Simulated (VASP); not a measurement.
# Te2Mo in VASP: notebook

Runs on Te2Mo. Level: r2SCAN. Tasks: single point.

All numbers are computed with VASP 6.6.1; they aren't measurements. Logs are shortened: lines on timing, memory, paths and dates and some standing lists are left out, and cuts for length are marked.

### Step 1. The cell of the first run

The cell holds a slab with vacuum, 3 atoms: a = 3.615 Å, b = 3.615 Å, c = 17.787 Å, α = 90.00°, β = 90.00°, γ = 120.00°.

### Step 2. Single point, r2SCAN

POSCAR

```
Te2Mo
1.0
    3.6146750190      0.0000000000      0.0000000000
   -1.8073375095      3.1304003929      0.0000000000
    0.0000000000      0.0000000000     17.7866571960
Te Mo
2 1
Direct
    0.3333333333      0.6666666667      0.9004884356
    0.3333333333      0.6666666667      0.0995115644
    0.0000000000      0.0000000000      0.0000000000
```

INCAR.step1

```
ALGO = Normal ; EDIFF = 1E-4
ENCUT = 520 ; GGA = PE
ISMEAR = 0 ; LASPH = T
LCHARG = F ; LREAL = F
LWAVE = T ; NBANDS = 20
NELM = 80 ; PREC = Accurate
SIGMA = 0.02
```

INCAR.step2

```
ALGO = Normal ; EDIFF = 1E-6
ENCUT = 520 ; ISIF = 2
ISMEAR = 0 ; ISTART = 1
LASPH = T ; LCHARG = F
LMIXTAU = T ; LREAL = F
LWAVE = F ; METAGGA = R2SCAN
NBANDS = 20 ; NELM = 80
PREC = Accurate ; SIGMA = 0.02
```

KPOINTS

```
k-points
0
Gamma
  12 12 2
```

Potentials or basis: VASP PAW PBE potentials, release 64 (Te, Mo_sv).

Launch:

```bash
> cat potpaw_PBE.64/Te/POTCAR potpaw_PBE.64/Mo_sv/POTCAR > POTCAR
> cp INCAR.step1 INCAR
> mpirun -np 1 vasp_std > vasp.out
> cp INCAR.step2 INCAR
> mpirun -np 1 vasp_std > vasp.out
```

OUTCAR:

```text
EDIFF = 1E-6
   ENCUT = 520
   ISIF = 2
   ISMEAR = 0
   ISTART = 1
   LASPH = T
   LREAL = F
   METAGGA = R2SCAN
   NELM = 80
   PREC = Accurate

 ion  position               nearest neighbor table
   1  0.333  0.667  0.900-   3 2.74   3 2.74   3 2.74   2 3.54
   2  0.333  0.667  0.100-   3 2.74   3 2.74   3 2.74   1 3.54
   3  0.000  0.000  0.000-   1 2.74   2 2.74   1 2.74   2 2.74   1 2.74   2 2.74

  LATTYP: Found a hexagonal cell.
 ALAT       =     3.6146750190
 C/A-ratio  =     4.9206794809

  Lattice vectors:

 A1 = (   3.6146750190,   0.0000000000,   0.0000000000)
 A2 = (  -1.8073375095,   3.1304003929,   0.0000000000)
 A3 = (   0.0000000000,   0.0000000000,  17.7866571960)

Analysis of symmetry for initial positions (statically):
=====================================================================
 Subroutine PRICEL returns:
 Original cell was already a primitive cell.

 Routine SETGRP: Setting up the symmetry group for a
 hexagonal supercell.

 Subroutine GETGRP returns: Found 12 space group operations
 (whereof 12 operations were pure point group operations)
 out of a pool of 24 trial point group operations.

The static configuration has the point symmetry D_3h.

Analysis of symmetry for dynamics (positions and initial velocities):
=====================================================================
 Subroutine PRICEL returns:
 Original cell was already a primitive cell.

 Routine SETGRP: Setting up the symmetry group for a
 hexagonal supercell.

 Subroutine GETGRP returns: Found 12 space group operations
 (whereof 12 operations were pure point group operations)
 out of a pool of 24 trial point group operations.

The dynamic configuration has the point symmetry D_3h.

 Subroutine INISYM returns: Found 12 space group operations
 (whereof 12 operations are pure point group operations),
 and found     1 'primitive' translations

----------------------------------------------------------------------------------------

                                     Primitive cell

  volume of cell :     201.2628

  direct lattice vectors                    reciprocal lattice vectors
     3.614675019  0.000000000  0.000000000     0.276650043  0.159723977  0.000000000
    -1.807337509  3.130400393  0.000000000     0.000000000  0.319447954  0.000000000
     0.000000000  0.000000000 17.786657196     0.000000000  0.000000000  0.056221919

  length of vectors
     3.614675019  3.614675019 17.786657196     0.319447954  0.319447954  0.056221919

  position of ions in fractional coordinates (direct lattice)
     0.333333333  0.666666667  0.900488436
     0.333333333  0.666666667  0.099511564
     0.000000000  0.000000000  0.000000000

  ion indices of the primitive-cell ions
   primitive index   ion index
                 1           1
                 2           2
                 3           3

----------------------------------------------------------------------------------------

 KPOINTS: k-points

Automatic generation of k-mesh.
 Grid dimensions read from file:
 generate k-points for:   12   12    2

 Generating k-lattice:

  Cartesian coordinates                     Fractional coordinates (reciprocal lattice)
     0.023054170  0.013310331  0.000000000     0.083333333 -0.000000000  0.000000000
     0.000000000  0.026620663  0.000000000     0.000000000  0.083333333  0.000000000
     0.000000000  0.000000000  0.028110959     0.000000000  0.000000000  0.500000000

  Length of vectors
     0.026620663  0.026620663  0.028110959

  Shift w.r.t. Gamma in fractional coordinates (k-lattice)
     0.000000000  0.000000000  0.000000000

 Subroutine IBZKPT returns following result:
 ===========================================

 Found     38 irreducible k-points:

 Following reciprocal coordinates:
            Coordinates               Weight
  0.000000  0.000000  0.000000      1.000000
  0.083333  0.000000  0.000000      6.000000
  0.166667  0.000000  0.000000      6.000000
  0.250000  0.000000  0.000000      6.000000
  0.333333  0.000000  0.000000      6.000000
  0.416667  0.000000  0.000000      6.000000
[... 16 lines left out ...]
  0.250000  0.000000  0.500000      6.000000
  0.333333  0.000000  0.500000      6.000000
 [... further k-points ...]
   k-points           NKPTS =     38   k-points in BZ     NKDIM =     38   number of bands    NBANDS=     20
   number of dos      NEDOS =    301   number of ions     NIONS =      3
   total plane-waves  NPLWV = 109760
   dimension x,y,z NGX =    28 NGY =   28 NGZ =  140
   dimension x,y,z NGXF=    56 NGYF=   56 NGZF=  280
   ions per type =               2   1
   NGX,Y,Z   is equivalent  to a cutoff of  12.88, 12.88, 13.09 a.u.
   NGXF,Y,Z  is equivalent  to a cutoff of  25.76, 25.76, 26.17 a.u.
 SYSTEM =  unknown system
   PREC   = accura    normal or accurate (medium, high low for compatibility)
   ISTART =      1    job   : 0-new  1-cont  2-samecut
   ICHARG =      0    charge: 1-file 2-atom 10-const
   ISPIN  =      1    spin polarized calculation?
   LNONCOLLINEAR =      F non collinear calculations
   LSORBIT =      F    spin-orbit coupling
   LASPH  =      T    aspherical Exc in radial PAW
   ENCUT  =  520.0 eV  38.22 Ry    6.18 a.u.   6.72  6.72 33.07*2*pi/ulx,y,z
   NELM   =     80;   NELMIN=  2; NELMDL=  0     # of ELM steps
   EDIFF  = 0.1E-05   stopping-criterion for ELM
   LREAL  =      F    real-space projection
   EDIFFG = 0.1E-04   stopping-criterion for IOM
   NSW    =      0    number of steps for IOM
   IBRION =     -1    ionic relax: 0-MD 1-quasi-New 2-CG
   NFREE  =      0    steps in history (QN), initial steepest desc. (CG)
   ISIF   =      2    stress and relaxation
   ISYM   =      2    0-nonsym 1-usesym 2-fastsym
   POTIM  = 0.5000    time-step for ionic-motion
   TEBEG  =    0.0;   TEEND  =   0.0 temperature during run
   PSTRESS=    0.0 pullay stress
   NELECT =      26.0000    total number of electrons
   NUPDOWN=      -1.0000    fix difference up-down
   EMIN   =  10.00;   EMAX   =-10.00  energy-range for DOS
   EFERMI =   0.00;   METHOD = LEGACY
   ISMEAR =     0;   SIGMA  =   0.02  broadening in eV -4-tet -1-fermi 0-gaus
   EFERMI_NEDOS =   21; number of points for ismear=-14 and -15
   IALGO  =     38    algorithm
   IMIX   =      4    mixing-type and parameters
     AMIX     =   0.40;   BMIX     =  1.00
     AMIX_MAG =   1.60;   BMIX_MAG =  1.00
  volume/ion in A,a.u.               =      67.09       452.73
  Fermi-wavevector in a.u.,A,eV,Ry     =   0.827583  1.563905  9.318539  0.684893
  Thomas-Fermi vector in A             =   1.939812
   LORBIT       =      0    0 simple, 1 ext, 2 COOP (PROOUT), +10 PAW based schemes
   METAGGA = R2SCAN    functional components
   LHFCALC =     F    Hartree Fock is set to
   AEXX    =    0.0000 exact exchange contribution
   IVDW    =     0    specifies the selected vdW correction
   LEPSILON=     F    determine dielectric tensor
   LRPA    =     F    only Hartree local field effects (RPA)
 non-spin polarized calculation
 Gauss-broadening in eV      SIGMA  =   0.02
  energy-cutoff  :      520.00
  volume of cell :      201.26
 maximum number of plane-waves:      5454
 NGX is ok and might be reduce to    28
   NGX = 13   NGY = 13   NGZ = 67

 number of electron      26.0000002 magnetization

 Free energy of the ion-electron system (eV)
  ---------------------------------------------------
  ext. energy  EPLUGINS =         0.00000000
  ---------------------------------------------------
  free energy    TOTEN  =       -77.75533030 eV

  energy without entropy =      -77.75533030  energy(sigma->0) =      -77.75533030

 E-fermi :  -0.1347     XC(G=0):  -4.6163

 val. band max:       -0.2981262174   @ k =   0.3333   0.3333   0.0000
 cond. band min:       0.7053050225   @ k =   0.3333   0.3333   0.5000
 fundamental gap:      1.0034312399
 Fermi energy:        -0.1346660374

 k-point     1 :       0.0000    0.0000    0.0000
  band No.  band energies     occupation
      1     -62.9498      2.00000
      2     -36.3380      2.00000
      3     -36.2936      2.00000
      4     -36.2936      2.00000
      5     -13.2363      2.00000
      6     -12.1355      2.00000
[... 12 lines left out ...]
     19       5.0787      0.00000
     20       5.6532      0.00000

 k-point     2 :       0.0833    0.0000    0.0000
  band No.  band energies     occupation
      1     -62.9493      2.00000
      2     -36.3364      2.00000
      3     -36.3009      2.00000
      4     -36.2953      2.00000
      5     -13.1437      2.00000
      6     -12.0740      2.00000
[... 12 lines left out ...]
     19       5.1892      0.00000
     20       5.8479      0.00000

 k-point     3 :       0.1667    0.0000    0.0000
  band No.  band energies     occupation
      1     -62.9479      2.00000
      2     -36.3319      2.00000
      3     -36.3205      2.00000
      4     -36.2999      2.00000
      5     -12.8756      2.00000
      6     -11.8965      2.00000
[... 12 lines left out ...]
     19       5.5083      0.00000
     20       6.1647      0.00000

 k-point     4 :       0.2500    0.0000    0.0000
  band No.  band energies     occupation
      1     -62.9460      2.00000
      2     -36.3473      2.00000
      3     -36.3258      2.00000
      4     -36.3061      2.00000
      5     -12.4649      2.00000
      6     -11.6271      2.00000
[... 12 lines left out ...]
     19       5.9978      0.00000
     20       6.5242      0.00000

 k-point     5 :       0.3333    0.0000    0.0000
  band No.  band energies     occupation
      1     -62.9440      2.00000
      2     -36.3738      2.00000
      3     -36.3197      2.00000
      4     -36.3123      2.00000
      5     -11.9806      2.00000
      6     -11.3157      2.00000
[... 12 lines left out ...]
     19       6.1002      0.00000
     20       6.3893      0.00000
[... 353 lines left out ...]
      6     -12.0740      2.00000
[... 12 lines left out ...]
     19       4.8633      0.00000
     20       6.2668      0.00000

 k-point    22 :       0.1667    0.0000    0.5000
  band No.  band energies     occupation
      1     -62.9479      2.00000
      2     -36.3319      2.00000
      3     -36.3205      2.00000
      4     -36.2999      2.00000
      5     -12.8756      2.00000
      6     -11.8965      2.00000
[... 12 lines left out ...]
     19       5.1841      0.00000
     20       6.5711      0.00000

 k-point    23 :       0.2500    0.0000    0.5000
  band No.  band energies     occupation
      1     -62.9460      2.00000
      2     -36.3473      2.00000
      3     -36.3258      2.00000
      4     -36.3061      2.00000
      5     -12.4649      2.00000
      6     -11.6271      2.00000
[... 12 lines left out ...]
     19       5.6999      0.00000
     20       6.9713      0.00000

 k-point    24 :       0.3333    0.0000    0.5000
  band No.  band energies     occupation
      1     -62.9440      2.00000
      2     -36.3738      2.00000
      3     -36.3197      2.00000
      4     -36.3123      2.00000
      5     -11.9806      2.00000
      6     -11.3157      2.00000
[... 12 lines left out ...]
     19       6.1712      0.00000
     20       6.2807      0.00000

 [... further k-points ...]

------------------------ aborting loop because EDIFF is reached ----------------------------------------

  FORCE on cell =-STRESS in cart. coord.  units (eV):
  Direction    XX          YY          ZZ          XY          YZ          ZX
  --------------------------------------------------------------------------------------
  -------------------------------------------------------------------------------------
  Total       -1.0372543     -1.0372543      0.1078645     -0.0000000      0.0000000      0.0000000
  in kB       -8.2571913     -8.2571913      0.8586685     -0.0000000      0.0000000      0.0000000
  external PRESSURE =      -5.2185714 kB  Pullay stress =       0.0000000 kB

 VOLUME and BASIS-vectors are now :
 -----------------------------------------------------------------------------
  energy-cutoff  :      520.00
  volume of cell :      201.26
      direct lattice vectors                 reciprocal lattice vectors
     3.614675019  0.000000000  0.000000000     0.276650043  0.159723977  0.000000000
    -1.807337509  3.130400393  0.000000000     0.000000000  0.319447954  0.000000000
     0.000000000  0.000000000 17.786657196     0.000000000  0.000000000  0.056221919

 POSITION                                       TOTAL-FORCE (eV/Angst)
 -----------------------------------------------------------------------------------
     -0.00000      2.08693     16.01668        -0.000000      0.000000     -0.035040
     -0.00000      2.08693      1.76998        -0.000000      0.000000      0.035040
      0.00000      0.00000      0.00000         0.000000      0.000000      0.000000
 -----------------------------------------------------------------------------------
    total drift:                                0.000001     -0.000000     -0.000000

  FREE ENERGIE OF THE ION-ELECTRON SYSTEM (eV)
  ---------------------------------------------------
  free  energy   TOTEN  =       -77.7553302976 eV

  energy  without entropy=      -77.7553302976  energy(sigma->0) =      -77.75533030
```

Run time: 8.3 min. Hardware: 1 thread of Intel Xeon Platinum 8259CL at 2.50GHz (Skylake/Cascade Lake), shared host; peak memory 0.45 GiB.

What came out:

```yaml
Free_energy: -77.7553 eV
Largest_force: 0.035 eV/Å
Band_gap_on_the_k_mesh: 1.00 eV
```

Forces on the atoms (eV/Å):
```
Te   0.000  0.000 -0.035
Te   0.000  0.000  0.035
Mo   0.000  0.000  0.000
```

Caveat: there is no dipole correction, which matters where the two faces differ; the PAW data sets were made with another functional, which shifts forces and pressure a little; spin-orbit coupling is left out, which moves the levels of the heavy elements.

### Step 3. Single point, r2SCAN (equal strain along all axes, cell held: +3.0 %, then relaxed in part)

POSCAR

```
Te2Mo
1.0
    3.6680938617      0.0000000000      0.0000000000
   -1.8340469308      3.1766624677      0.0000000000
    0.0000000000      0.0000000000     18.0495141989
Te Mo
2 1
Direct
    0.3333333333      0.6666666667      0.9029141406
    0.3333333333      0.6666666667      0.0970858594
    0.0000000000      0.0000000000      0.0000000000
```

INCAR.step1

```
PREC = Accurate
ENCUT = 520
ISMEAR = 0
SIGMA = 0.02
LREAL = F
LASPH = T
NELM = 80
NBANDS = 20
GGA = PE
ALGO = Normal
EDIFF = 1E-4
LWAVE = T
LCHARG = F
```

INCAR.step2

```
PREC = Accurate
ENCUT = 520
EDIFF = 1E-7
ISMEAR = 0
SIGMA = 0.02
LREAL = F
LASPH = T
NELM = 80
ALGO = Normal
ISIF = 2
LWAVE = F
LCHARG = T
METAGGA = R2SCAN
LMIXTAU = T
LELF = T
LVHAR = T
NBANDS = 20
ISTART = 1
```

KPOINTS

```
regular mesh
0
Gamma
  12 12 2
```

Potentials or basis: VASP PAW PBE potentials, release 64 (Te, Mo_sv).

Launch:

```bash
> cat potpaw_PBE.64/Te/POTCAR potpaw_PBE.64/Mo_sv/POTCAR > POTCAR
> cp INCAR.step1 INCAR
> mpirun -np 1 vasp_std > vasp.out
> cp INCAR.step2 INCAR
> mpirun -np 1 vasp_std > vasp.out
```

Wall time 14 min (1 thread of Intel Xeon Platinum 8259CL at 2.50GHz (Skylake/Cascade Lake), shared host); peak memory 0.46 GiB.

Results (log left out):

```yaml
Free_energy: -77.7086 eV
Largest_force: 0.035 eV/Å
Band_gap_on_the_k_mesh: 0.90 eV
```

Forces in eV/Å, atoms in the order of the input:
```
Te   0.000  0.000 -0.035
Te   0.000  0.000  0.035
Mo   0.000  0.000  0.000
```

Levels at points of the mesh, in eV from the valence-band top:
```tsv
k point	band 10	band 11	band 12	band 13	band 14	band 15	band 16	band 17
(0.00, 0.00, 0.00)	-1.32	-1.11	-1.11	-0.08	2.93	2.93	3.26	3.26
(0.50, 0.00, 0.00)	-2.47	-1.39	-0.69	-0.60	1.30	1.67	3.51	3.78
(0.00, 0.00, 0.50)	-1.32	-1.11	-1.11	-0.08	2.93	2.93	3.26	3.26
(0.50, 0.00, 0.50)	-2.47	-1.39	-0.69	-0.60	1.30	1.67	3.51	3.78
```

Caveat: the cell differs from its parent crystal (equal strain along all axes, cell held: +3.0 %, then relaxed in part); there is no dipole correction, which matters where the two faces differ; the PAW data sets were made with another functional, which shifts forces and pressure a little; spin-orbit coupling is left out, which moves the levels of the heavy elements.
